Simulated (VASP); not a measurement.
# BaTe in VASP: further runs

The runs below take BaTe through single point, with r2SCAN.

Program: VASP 6.6.1. These are calculated values, not measurements. Logs are shortened: lines on timing, memory, paths and dates and some standing lists are left out, and cuts for length are marked.

## Step 1: The cell of the first run

It takes space group Fm-3m (No. 225, cubic). Conventional cell: a = 7.062 Å, b = 7.062 Å, c = 7.062 Å, α = 90.00°, β = 90.00°, γ = 90.00°. Within 4.6 Å of Ba (site symmetry m-3m) lie 6 Te at 3.53 Å. Te (site symmetry m-3m) has 6 Ba at 3.53 Å within 4.6 Å.

## Step 2: Single point, r2SCAN

File POSCAR:

```
BaTe
1.0
    3.5312153233      3.5312153233      0.0000000000
   -3.5312153233      3.5312153233      0.0000000000
    0.0000000000      3.5312153233      3.5312153233
Ba Te
1 1
Direct
    0.0000000000      0.0000000000      0.0000000000
    0.5000000000      0.5000000000      0.0000000000
```

File INCAR.step1:

```
  PREC = Accurate
  ENCUT = 520
  ISMEAR = 0
  SIGMA = 0.01
  LREAL = False
  LASPH = True
  NELM = 60
  NBANDS = 15
  GGA = PE
  ALGO = Normal
  EDIFF = 1E-4
  LWAVE = True
  LCHARG = False
```

File INCAR.step2:

```
  PREC = Accurate
  ENCUT = 520
  EDIFF = 1E-6
  ISMEAR = 0
  SIGMA = 0.01
  LREAL = False
  LASPH = True
  NELM = 60
  ALGO = Normal
  ISIF = 2
  LWAVE = False
  LCHARG = False
  METAGGA = R2SCAN
  LMIXTAU = True
  NBANDS = 15
  ISTART = 1
```

File KPOINTS:

```
regular mesh
0
Gamma
  6 6 6
```

Potentials or basis: VASP PAW PBE potentials, release 64 (Ba_sv, Te).

On the command line:

```sh
cat potpaw_PBE.64/Ba_sv/POTCAR potpaw_PBE.64/Te/POTCAR > POTCAR
cp INCAR.step1 INCAR
mpirun -np 1 vasp_std > vasp.out
cp INCAR.step2 INCAR
mpirun -np 1 vasp_std > vasp.out
```

OUTCAR:

```text
PREC = Accurate
   ENCUT = 520
   EDIFF = 1E-6
   ISMEAR = 0
   LREAL = False
   LASPH = True
   NELM = 60
   ISIF = 2
   METAGGA = R2SCAN
   ISTART = 1

 ion  position               nearest neighbor table
   1  0.000  0.000  0.000-   2 3.53   2 3.53   2 3.53   2 3.53   2 3.53   2 3.53
   2  0.500  0.500  0.000-   1 3.53   1 3.53   1 3.53   1 3.53   1 3.53   1 3.53

  LATTYP: Found a face centered cubic cell.
 ALAT       =     7.0624306466

  Lattice vectors:

 A1 = (   0.0000000000,   3.5312153233,   3.5312153233)
 A2 = (   3.5312153233,   0.0000000000,   3.5312153233)
 A3 = (   3.5312153233,   3.5312153233,   0.0000000000)

Analysis of symmetry for initial positions (statically):
=====================================================================
 Subroutine PRICEL returns:
 Original cell was already a primitive cell.

 Routine SETGRP: Setting up the symmetry group for a
 face centered cubic supercell.

 Subroutine GETGRP returns: Found 48 space group operations
 (whereof 48 operations were pure point group operations)
 out of a pool of 48 trial point group operations.

The static configuration has the point symmetry O_h .

Analysis of symmetry for dynamics (positions and initial velocities):
=====================================================================
 Subroutine PRICEL returns:
 Original cell was already a primitive cell.

 Routine SETGRP: Setting up the symmetry group for a
 face centered cubic supercell.

 Subroutine GETGRP returns: Found 48 space group operations
 (whereof 48 operations were pure point group operations)
 out of a pool of 48 trial point group operations.

The dynamic configuration has the point symmetry O_h .

 Subroutine INISYM returns: Found 48 space group operations
 (whereof 48 operations are pure point group operations),
 and found     1 'primitive' translations

----------------------------------------------------------------------------------------

                                     Primitive cell

  volume of cell :      88.0648

  direct lattice vectors                    reciprocal lattice vectors
     3.531215323  3.531215323  0.000000000     0.141594311  0.141594311 -0.141594311
    -3.531215323  3.531215323  0.000000000    -0.141594311  0.141594311 -0.141594311
     0.000000000  3.531215323  3.531215323     0.000000000  0.000000000  0.283188622

  length of vectors
     4.993892602  4.993892602  4.993892602     0.245248540  0.245248540  0.283188622

  position of ions in fractional coordinates (direct lattice)
     0.000000000  0.000000000  0.000000000
     0.500000000  0.500000000  0.000000000

  ion indices of the primitive-cell ions
   primitive index   ion index
                 1           1
                 2           2

----------------------------------------------------------------------------------------

 KPOINTS: regular mesh

Automatic generation of k-mesh.
 Grid dimensions read from file:
 generate k-points for:    6    6    6

 Generating k-lattice:

  Cartesian coordinates                     Fractional coordinates (reciprocal lattice)
     0.023599052  0.023599052 -0.023599052     0.166666667  0.000000000  0.000000000
    -0.023599052  0.023599052 -0.023599052     0.000000000  0.166666667  0.000000000
     0.000000000  0.000000000  0.047198104     0.000000000  0.000000000  0.166666667

  Length of vectors
     0.040874757  0.040874757  0.047198104

  Shift w.r.t. Gamma in fractional coordinates (k-lattice)
     0.000000000  0.000000000  0.000000000

 Subroutine IBZKPT returns following result:
 ===========================================

 Found     16 irreducible k-points:

 Following reciprocal coordinates:
            Coordinates               Weight
  0.000000  0.000000  0.000000      1.000000
  0.166667  0.000000  0.000000      8.000000
  0.333333  0.000000  0.000000      8.000000
  0.500000  0.000000  0.000000      4.000000
  0.166667  0.166667  0.000000     12.000000
  0.333333  0.166667  0.000000     24.000000
[... 8 lines left out ...]
  0.500000  0.333333  0.166667     24.000000
  0.500000  0.500000  0.166667     12.000000
   k-points           NKPTS =     16   k-points in BZ     NKDIM =     16   number of bands    NBANDS=     15
   number of dos      NEDOS =    301   number of ions     NIONS =      2
   total plane-waves  NPLWV =  64000
   dimension x,y,z NGX =    40 NGY =   40 NGZ =   40
   dimension x,y,z NGXF=    80 NGYF=   80 NGZF=   80
   ions per type =               1   1
   NGX,Y,Z   is equivalent  to a cutoff of  13.32, 13.32, 13.32 a.u.
   NGXF,Y,Z  is equivalent  to a cutoff of  26.63, 26.63, 26.63 a.u.
 SYSTEM =  unknown system
   PREC   = accura    normal or accurate (medium, high low for compatibility)
   ISTART =      1    job   : 0-new  1-cont  2-samecut
   ICHARG =      0    charge: 1-file 2-atom 10-const
   ISPIN  =      1    spin polarized calculation?
   LNONCOLLINEAR =      F non collinear calculations
   LSORBIT =      F    spin-orbit coupling
   LASPH  =      T    aspherical Exc in radial PAW
   ENCUT  =  520.0 eV  38.22 Ry    6.18 a.u.   9.29  9.29  9.29*2*pi/ulx,y,z
   NELM   =     60;   NELMIN=  2; NELMDL=  0     # of ELM steps
   EDIFF  = 0.1E-05   stopping-criterion for ELM
   LREAL  =      F    real-space projection
   EDIFFG = 0.1E-04   stopping-criterion for IOM
   NSW    =      0    number of steps for IOM
   IBRION =     -1    ionic relax: 0-MD 1-quasi-New 2-CG
   NFREE  =      0    steps in history (QN), initial steepest desc. (CG)
   ISIF   =      2    stress and relaxation
   ISYM   =      2    0-nonsym 1-usesym 2-fastsym
   POTIM  = 0.5000    time-step for ionic-motion
   TEBEG  =    0.0;   TEEND  =   0.0 temperature during run
   PSTRESS=    0.0 pullay stress
   NELECT =      16.0000    total number of electrons
   NUPDOWN=      -1.0000    fix difference up-down
   EMIN   =  10.00;   EMAX   =-10.00  energy-range for DOS
   EFERMI =   0.00;   METHOD = LEGACY
   ISMEAR =     0;   SIGMA  =   0.01  broadening in eV -4-tet -1-fermi 0-gaus
   EFERMI_NEDOS =   21; number of points for ismear=-14 and -15
   IALGO  =     38    algorithm
   IMIX   =      4    mixing-type and parameters
     AMIX     =   0.40;   BMIX     =  1.00
     AMIX_MAG =   1.60;   BMIX_MAG =  1.00
  volume/ion in A,a.u.               =      44.03       297.15
  Fermi-wavevector in a.u.,A,eV,Ry     =   0.927215  1.752183 11.697314  0.859728
  Thomas-Fermi vector in A             =   2.053261
   LORBIT       =      0    0 simple, 1 ext, 2 COOP (PROOUT), +10 PAW based schemes
   METAGGA = R2SCAN    functional components
   LHFCALC =     F    Hartree Fock is set to
   AEXX    =    0.0000 exact exchange contribution
   IVDW    =     0    specifies the selected vdW correction
   LEPSILON=     F    determine dielectric tensor
   LRPA    =     F    only Hartree local field effects (RPA)
 non-spin polarized calculation
 Gauss-broadening in eV      SIGMA  =   0.01
  energy-cutoff  :      520.00
  volume of cell :       88.06
 maximum number of plane-waves:      2421
 NGX is ok and might be reduce to    40
   NGX = 19   NGY = 19   NGZ = 19

 number of electron      16.0000000 magnetization

 Free energy of the ion-electron system (eV)
  ---------------------------------------------------
  ext. energy  EPLUGINS =         0.00000000
  ---------------------------------------------------
  free energy    TOTEN  =       -56.02822297 eV

  energy without entropy =      -56.02822297  energy(sigma->0) =      -56.02822297

 E-fermi :   1.9778     XC(G=0):  -8.5182

 val. band max:        1.8994536133   @ k =   0.0000   0.0000   0.0000
 cond. band min:       3.8287669135   @ k =   0.5000   0.5000   0.0000
 fundamental gap:      1.9293133002
 Fermi energy:         1.9777552865

 k-point     1 :       0.0000    0.0000    0.0000
  band No.  band energies     occupation
      1     -25.9830      2.00000
      2     -10.7048      2.00000
      3     -10.7048      2.00000
      4     -10.7047      2.00000
      5      -7.8560      2.00000
      6       1.8995      2.00000
      7       1.8995      2.00000
      8       1.8995      2.00000
      9       5.2565      0.00000
     10       5.2565      0.00000
     11       5.2565      0.00000
     12       5.3722      0.00000
     13       5.9165      0.00000
     14       5.9165      0.00000
     15       9.3905      0.00000

 k-point     2 :       0.1667    0.0000    0.0000
  band No.  band energies     occupation
      1     -25.9800      2.00000
      2     -10.8135      2.00000
      3     -10.7071      2.00000
      4     -10.7071      2.00000
      5      -7.6739      2.00000
      6       1.1584      2.00000
      7       1.5520      2.00000
      8       1.5520      2.00000
      9       5.3142      0.00000
     10       5.5966      0.00000
     11       5.5966      0.00000
     12       6.3845      0.00000
     13       6.6529      0.00000
     14       6.6530      0.00000
     15      10.2134      0.00000

 k-point     3 :       0.3333    0.0000    0.0000
  band No.  band energies     occupation
      1     -25.9739      2.00000
      2     -11.0038      2.00000
      3     -10.7118      2.00000
      4     -10.7118      2.00000
      5      -7.3255      2.00000
      6       0.1545      2.00000
      7       1.0377      2.00000
      8       1.0377      2.00000
      9       5.7349      0.00000
     10       6.4711      0.00000
     11       6.4711      0.00000
     12       7.6947      0.00000
     13       8.2912      0.00000
     14       8.2912      0.00000
     15      10.5251      0.00000

 k-point     4 :       0.5000    0.0000    0.0000
  band No.  band energies     occupation
      1     -25.9709      2.00000
      2     -11.0888      2.00000
      3     -10.7141      2.00000
      4     -10.7141      2.00000
      5      -7.1543      2.00000
      6      -0.2492      2.00000
      7       0.8308      2.00000
      8       0.8308      2.00000
      9       6.5045      0.00000
     10       7.0952      0.00000
     11       7.2487      0.00000
     12       7.2487      0.00000
     13       9.3126      0.00000
     14       9.3126      0.00000
     15       9.8147      0.00000
[... 163 lines left out ...]
 k-point    14 :       0.3333    0.3333    0.1667
  band No.  band energies     occupation
      1     -25.9699      2.00000
      2     -10.9468      2.00000
      3     -10.7870      2.00000
      4     -10.7418      2.00000
      5      -7.4059      2.00000
      6       0.3106      2.00000
      7       0.9986      2.00000
      8       1.2238      2.00000
      9       5.0698      0.00000
     10       6.7695      0.00000
     11       7.2595      0.00000
     12       7.4246      0.00000
     13       7.9872      0.00000
     14       9.4150      0.00000
     15       9.8822      0.00000

 k-point    15 :       0.5000    0.3333    0.1667
  band No.  band energies     occupation
      1     -25.9679      2.00000
      2     -10.9481      2.00000
      3     -10.8064      2.00000
      4     -10.7620      2.00000
      5      -7.3814      2.00000
      6       0.3819      2.00000
      7       0.9361      2.00000
      8       0.9787      2.00000
      9       5.9031      0.00000
     10       6.0237      0.00000
     11       7.7263      0.00000
     12       7.7476      0.00000
     13       7.8779      0.00000
     14       9.6033      0.00000
     15      10.5559      0.00000

 k-point    16 :       0.5000    0.5000    0.1667
  band No.  band energies     occupation
      1     -25.9669      2.00000
      2     -10.8644      2.00000
      3     -10.8263      2.00000
      4     -10.8084      2.00000
      5      -7.5051      2.00000
      6       0.8422      2.00000
      7       0.8619      2.00000
      8       1.1654      2.00000
      9       4.8497      0.00000
     10       6.8704      0.00000
     11       7.1215      0.00000
     12       7.7010      0.00000
     13       8.0808      0.00000
     14       8.9196      0.00000
     15      10.4705      0.00000

------------------------ aborting loop because EDIFF is reached ----------------------------------------

  FORCE on cell =-STRESS in cart. coord.  units (eV):
  Direction    XX          YY          ZZ          XY          YZ          ZX
  --------------------------------------------------------------------------------------
  -------------------------------------------------------------------------------------
  Total        0.1822247      0.1822247      0.1822247      0.0000000      0.0000000      0.0000000
  in kB        3.3152411      3.3152411      3.3152411      0.0000000      0.0000000      0.0000000
  external PRESSURE =       3.3152411 kB  Pullay stress =       0.0000000 kB

 VOLUME and BASIS-vectors are now :
 -----------------------------------------------------------------------------
  energy-cutoff  :      520.00
  volume of cell :       88.06
      direct lattice vectors                 reciprocal lattice vectors
     3.531215323  3.531215323  0.000000000     0.141594311  0.141594311 -0.141594311
    -3.531215323  3.531215323  0.000000000    -0.141594311  0.141594311 -0.141594311
     0.000000000  3.531215323  3.531215323     0.000000000  0.000000000  0.283188622

 POSITION                                       TOTAL-FORCE (eV/Angst)
 -----------------------------------------------------------------------------------
      0.00000      0.00000      0.00000         0.000000      0.000000      0.000000
      0.00000      3.53122      0.00000        -0.000000     -0.000000      0.000000
 -----------------------------------------------------------------------------------
    total drift:                                0.000000     -0.000000     -0.000000

  FREE ENERGIE OF THE ION-ELECTRON SYSTEM (eV)
  ---------------------------------------------------
  free  energy   TOTEN  =       -56.0282229705 eV

  energy  without entropy=      -56.0282229705  energy(sigma->0) =      -56.02822297
```

Run time: 2 min. Hardware: 1 thread of AMD EPYC 9R14 (Zen 4), shared host; peak memory 0.22 GiB.

What came out:

```yaml
Free_energy: -56.0282 eV
Pressure: 0.3 GPa
Band_gap_on_the_k_mesh: 1.93 eV (least direct gap 2.32 eV)
```

Caveat: the PAW data sets were made with another functional, which shifts forces and pressure a little; spin-orbit coupling is left out, which moves the levels of the heavy elements. A k mesh can miss the band edges.

## Step 3: Single point, r2SCAN (in-plane strain -0.02, then relaxed in part)

File POSCAR:

```
BaTe
1.0
    3.4605910169      3.4605910169      0.0000000000
   -3.4605910169      3.4605910169      0.0000000000
    0.0000000000      3.4605910169      3.5503581561
Ba Te
1 1
Direct
    0.0000000000      0.0000000000      0.0000000000
    0.5000000000      0.5000000000      0.0000000000
```

File INCAR.step1:

```
SYSTEM = BaTe
  PREC = Accurate
  ENCUT = 520
  ISMEAR = 0
  SIGMA = 0.01
  LREAL = .False.
  LASPH = .True.
  NELM = 60
  NBANDS = 15
  GGA = PE
  ALGO = Normal
  EDIFF = 1E-4
  LWAVE = .True.
  LCHARG = .False.
```

File INCAR.step2:

```
SYSTEM = BaTe
  PREC = Accurate
  ENCUT = 520
  EDIFF = 1E-6
  ISMEAR = 0
  SIGMA = 0.01
  LREAL = .False.
  LASPH = .True.
  NELM = 60
  ALGO = Normal
  ISIF = 2
  LWAVE = .False.
  LCHARG = .True.
  METAGGA = R2SCAN
  LMIXTAU = .True.
  LELF = .True.
  LVHAR = .True.
  NBANDS = 15
  ISTART = 1
```

File KPOINTS:

```
Automatic mesh
0
Gamma
  6 6 6
  0 0 0
```

Potentials or basis: VASP PAW PBE potentials, release 64 (Ba_sv, Te).

On the command line:

```sh
cat potpaw_PBE.64/Ba_sv/POTCAR potpaw_PBE.64/Te/POTCAR > POTCAR
cp INCAR.step1 INCAR
mpirun -np 1 vasp_std > vasp.out
cp INCAR.step2 INCAR
mpirun -np 1 vasp_std > vasp.out
```

Wall time 2.2 min (1 thread of AMD EPYC 9R14 (Zen 4), shared host); peak memory 0.21 GiB.

The run converged. Its results:

* Free energy: -56.0020 eV
* Pressure: 1.6 GPa
* Band gap on the k mesh: 1.83 eV (least direct gap 2.20 eV)

Stress tensor (GPa, compression positive):
```
2.24 0.00 0.00
0.00 2.24 0.00
0.00 0.00 0.30
```

Levels at points of the mesh, in eV from the valence-band top:
```tsv
k point	band 4	band 5	band 6	band 7	band 8	band 9	band 10	band 11	band 12	band 13
(0.00, 0.00, 0.00)	-12.54	-9.86	-0.07	0.00	0.00	3.21	3.37	3.37	3.52	4.03
(0.50, 0.00, 0.00)	-12.55	-9.05	-2.27	-1.17	-1.16	4.63	5.26	5.37	5.44	7.40
(0.50, 0.50, 0.00)	-12.62	-9.64	-1.14	-0.46	-0.41	1.83	4.92	5.40	6.17	6.27
(0.00, 0.00, 0.50)	-12.62	-9.65	-1.25	-0.37	-0.37	1.83	4.90	5.40	6.20	6.28
```

Caveat: the cell differs from its parent crystal (in-plane strain -0.02, then relaxed in part); the PAW data sets were made with another functional, which shifts forces and pressure a little; spin-orbit coupling is left out, which moves the levels of the heavy elements.

## Step 4: Single point, r2SCAN (film at in-plane strain -0.02)

POSCAR is that of step 3.

File INCAR.step1:

```
ALGO     = Normal         # electronic algorithm
EDIFF    = 1E-4           # SCF threshold, eV
ENCUT    = 520            # plane-wave cutoff, eV
GGA      = PE             # functional
ISMEAR   = 0              # smearing method
LASPH    = True           # aspherical terms in the spheres
LCHARG   = False          # write CHGCAR
LREAL    = False          # projectors in reciprocal space
LWAVE    = True           # write WAVECAR
NBANDS   = 15             # bands
NELM     = 80             # most SCF steps
PREC     = Accurate       # precision mode
SIGMA    = 0.01           # smearing width, eV
```

File INCAR.step2:

```
ALGO     = Normal         # electronic algorithm
EDIFF    = 1E-7           # SCF threshold, eV
ENCUT    = 520            # plane-wave cutoff, eV
ISIF     = 2              # what is computed and relaxed
ISMEAR   = 0              # smearing method
ISTART   = 1            
LASPH    = True           # aspherical terms in the spheres
LCHARG   = False          # write CHGCAR
LMIXTAU  = True         
LREAL    = False          # projectors in reciprocal space
LWAVE    = False          # write WAVECAR
METAGGA  = R2SCAN         # meta-GGA
NBANDS   = 15             # bands
NELM     = 80             # most SCF steps
PREC     = Accurate       # precision mode
SIGMA    = 0.01           # smearing width, eV
```

File KPOINTS:

```
k-points
0
Gamma
  6 6 6
```

On the command line:

```sh
cat potpaw_PBE.64/Ba_sv/POTCAR potpaw_PBE.64/Te/POTCAR > POTCAR
cp INCAR.step1 INCAR
mpirun -np 1 vasp_std > vasp.out
cp INCAR.step2 INCAR
mpirun -np 1 vasp_std > vasp.out
```

Wall time 2.2 min (1 thread of AMD EPYC 9R14 (Zen 4), shared host); peak memory 0.21 GiB.

It converged, with:

- Free energy: -56.0020 eV
- Pressure: 1.6 GPa
- Band gap on the k mesh: 1.83 eV (least direct gap 2.20 eV)

Stress tensor (GPa, compression positive):
```
2.24 0.00 0.00
0.00 2.24 0.00
0.00 0.00 0.30
```

Levels at points of the mesh, in eV from the valence-band top:
```
           k point  band 4  band 5  band 6  band 7  band 8  band 9  band 10  band 11  band 12  band 13
(0.00, 0.00, 0.00)  -12.54   -9.86   -0.07    0.00    0.00    3.21     3.37     3.37     3.52     4.03
(0.50, 0.00, 0.00)  -12.55   -9.05   -2.27   -1.17   -1.16    4.63     5.26     5.37     5.44     7.40
(0.50, 0.50, 0.00)  -12.62   -9.64   -1.14   -0.46   -0.41    1.83     4.92     5.40     6.17     6.27
(0.00, 0.00, 0.50)  -12.62   -9.65   -1.25   -0.37   -0.37    1.83     4.90     5.40     6.20     6.28
```

Caveat: the cell differs from its parent crystal (film at in-plane strain -0.02); the PAW data sets were made with another functional, which shifts forces and pressure a little; spin-orbit coupling is left out, which moves the levels of the heavy elements.

(Part 1 of 2 ends here.)
